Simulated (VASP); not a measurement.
Runs of VASP 6.6.1 on SiO2. The structure is that of space group P4_2/mnm (No. 136), or close to it. The cells are those of the table. 

| task | cell | gap on the mesh (eV) | pressure (GPa) | largest force (eV/Å) |
| --- | --- | --- | --- | --- |
| electric field gradients | a = 4.180, b = 4.180, c = 2.721 Å, 6 atoms | (d) | -2.6 | (b) |
| electric field gradients | a = 4.152, b = 4.152, c = 2.650 Å, 6 atoms | (a) | 11.8 | 0.39 |
| electric field gradients | a = 4.262, b = 4.262, c = 2.720 Å, 6 atoms | 4.57 | -12.7 | 0.16 |
| electric field gradients | a = 4.095, b = 4.095, c = 2.613 Å, 6 atoms | (c) | 28.3 | 0.72 |
| single point | a = 4.124, b = 4.124, c = 2.632 Å, 6 atoms | 6.33 | 19.6 | 0.55 |

Alike in all rows: level PBEsol; potentials or basis VASP PAW PBE potentials, release 64 (Si, O); no spin polarisation; k mesh 6 × 6 × 9; cutoff (eV) 520; smearing fermi-dirac 0.03 eV.

Problem. Fill in the values left out.

Solution. (a) 5.95; (b) 0.21; (c) 6.72; (d) 5.15.

Caveats: the PAW data sets were made with another functional, which shifts forces and pressure a little.

A k mesh can miss the band edges.
